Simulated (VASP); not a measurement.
Runs of VASP 6.6.1 on V. The structure is that of space group Im-3m (No. 229), or close to it. The cells are those of the table. 

| task | cell | gap on the mesh (eV) | pressure (GPa) | moment (μB) |
| --- | --- | --- | --- | --- |
| electric field gradients | a = 2.629 Å, angles 109.5°, 1 atom | none | -13.1 | 0.00 |
| single point | a = 2.638 Å, angles 109.2, 109.2, 110.0°, 1 atom | none | -14.5 | 0.00 |
| electric field gradients | a = 2.629 Å, angles 109.7, 109.7, 108.9°, 1 atom | none | -13.1 | 0.00 |
| single point | a = 2.603 Å, angles 108.9°, 1 atom | none | (a) | 0.00 |
| electric field gradients | a = 2.586 Å, angles 110.0, 110.0, 108.4°, 1 atom | none | -5.0 | 0.00 |
| single point | a = 2.586 Å, angles 110.0, 110.0, 108.4°, 1 atom | none | -5.0 | 0.00 |
| single point | a = 2.568 Å, angles 110.3, 110.3, 107.8°, 1 atom | none | -1.1 | 0.00 |
| electric field gradients | a = 2.672 Å, angles 109.5°, 1 atom | none | -19.4 | 0.00 |
| electric field gradients | a = 2.655 Å, angles 109.5°, 1 atom | none | -17.1 | 0.00 |
| electric field gradients | a = 2.595 Å, angles 108.7, 108.7, 111.1°, 1 atom | none | (b) | 0.00 |

Alike in all rows: level PBEsol; potentials or basis VASP PAW PBE potentials, release 64 (V_sv); spin collinear, ferromagnetic start; k mesh 19 × 19 × 19; cutoff (eV) 520; smearing fermi-dirac 0.03 eV.

Problem. Estimate the missing entries.

Solution. (a) -11.6; (b) -6.7.

Caveats: the PAW data sets were made with another functional, which shifts forces and pressure a little; the cell stands under tension (at least some runs).

A gap of «none» marks levels without a gap at the run's occupations.
